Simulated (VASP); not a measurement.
# Sb5P2: single point with PBE

The system is Sb5P2.

```xyz
7
Lattice="6.4573 0.0000 0.0682 0.0000 3.0006 0.0000 -1.3364 0.0000 9.5023" Properties=species:S:1:pos:R:3 pbc="T T T"
Sb    0.6102    0.0000    5.5918
Sb    4.5107    0.0000    3.9788
Sb    3.5066    0.0000    6.9082
Sb    1.6143    0.0000    2.6624
Sb    3.2286    0.0000    0.0341
P    -0.7756    0.0000    8.5599
P     5.8964    0.0000    1.0107
```

The cell was generated, and may not be a known phase.

```
Program             : VASP 6.6.1
Task                : single point
Functional          : PBE
Potentials or basis : VASP PAW PBE potentials, release 64 (Sb, P)
Cutoff              : 520 eV
k mesh              : 4 × 6 × 2
Occupations         : gaussian, width 0.1 eV
Spin                : no spin polarisation
```

```
Pressure               : 0.0 GPa
Largest force          : 0.041 eV/Å
Band gap on the k mesh : zero (an odd number of electrons rules out a gap without spin polarisation)
```

Forces on the atoms (eV/Å):
```
Sb   0.041  0.000  0.000
Sb  -0.041  0.000  0.000
Sb  -0.023  0.000 -0.014
Sb   0.023  0.000  0.014
Sb   0.000  0.000  0.000
P    0.000  0.000  0.021
P    0.000  0.000 -0.021
```

Levels at points of the mesh, in eV from the Fermi level:
```
           k point  band 13  band 14  band 15  band 16  band 17  band 18  band 19  band 20  band 21  band 22
(0.00, 0.00, 0.00)    -1.98    -0.62    -0.54     1.45     1.73     1.74     2.50     3.37     3.62     3.98
(0.50, 0.00, 0.00)    -2.66    -0.88    -0.67     0.11     1.18     1.83     2.27     2.40     3.70     3.98
(0.00, 0.50, 0.00)    -3.25    -3.02    -2.85    -2.16    -1.91    -1.81    -0.50     0.46     1.60     1.70
(0.50, 0.50, 0.00)    -3.23    -3.00    -1.84    -1.83    -1.46    -1.45    -1.04    -0.36     1.45     1.65
(0.00, 0.00, 0.50)    -1.83    -1.06     0.67     1.21     1.35     1.43     1.74     2.94     3.33     3.92
(0.50, 0.00, 0.50)    -1.77    -1.60    -0.93    -0.56     1.12     1.56     1.84     2.73     3.90     3.94
(0.00, 0.50, 0.50)    -3.22    -3.20    -2.81    -2.17    -1.95    -1.17    -0.96     0.36     1.35     2.47
(0.50, 0.50, 0.50)    -3.51    -2.58    -2.04    -1.96    -1.35    -0.99    -0.24     0.48     0.75     1.59
```

It took 3.1 min on 1 thread of Oxide Virtual Turin-like Processor, with other jobs on the host, peak memory 0.29 GiB.

Caveat: spin-orbit coupling is left out, which moves the levels of the heavy elements; an odd number of electrons without spin polarisation forces a metal; a magnetic or distorted state may lie lower.
